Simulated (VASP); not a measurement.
Set up this calculation in VASP 6.6.1, as the native input.

```
Task                   : single point
Functional             : PBEsol
Potentials or basis    : VASP PAW PBE potentials, release 64 (Zn, Se)
Cutoff                 : 500 eV
k mesh                 : 8 × 8 × 8
Occupations            : gaussian, width 0.02 eV
Spin                   : no spin polarisation
Dipole correction      : no
Further INCAR settings : ALGO = Normal; EDIFF = 1e-06; NBANDS = 16
```

The structure of ZnSe (e600) lies in POSCAR:

```
ZnSe
1.0
    0.0000000000      2.7885351452      2.7885351452
    2.7885351452      0.0000000000      2.7885351452
    2.7885351452      2.7885351452      0.0000000000
Zn Se
1 1
Direct
    0.0000000000      0.0000000000      0.0000000000
    0.2500000000      0.2500000000      0.2500000000
```

This cell differs from its parent crystal: strained cell.

These files were run (other wordings do the same):

INCAR

```
PREC = Accurate
ENCUT = 500
EDIFF = 1E-6
ISMEAR = 0
SIGMA = 0.02
LREAL = False
LASPH = True
NELM = 120
ALGO = Normal
ISIF = 2
LWAVE = False
LCHARG = False
GGA = PS
NBANDS = 16
GGA_COMPAT = False
```

KPOINTS

```
regular mesh
0
Gamma
  8 8 8
```

Potentials or basis: VASP PAW PBE potentials, release 64 (Zn, Se).

The run is started by

```sh
$ cat potpaw_PBE.64/Zn/POTCAR potpaw_PBE.64/Se/POTCAR > POTCAR
$ mpirun -np 1 vasp_std > vasp.out
```

Results of the run:

```json
{
 "Pressure": "2.4 GPa",
 "Band gap on the k mesh": "1.37 eV, direct"
}
```

Caveat: the cell differs from its parent crystal (strained cell); the PAW data sets were made with another functional, which shifts forces and pressure a little.

It took 12 s on 1 thread of Intel(R) Xeon(R) Platinum 8559C (Emerald Rapids), with other jobs on the host, peak memory 0.17 GiB.
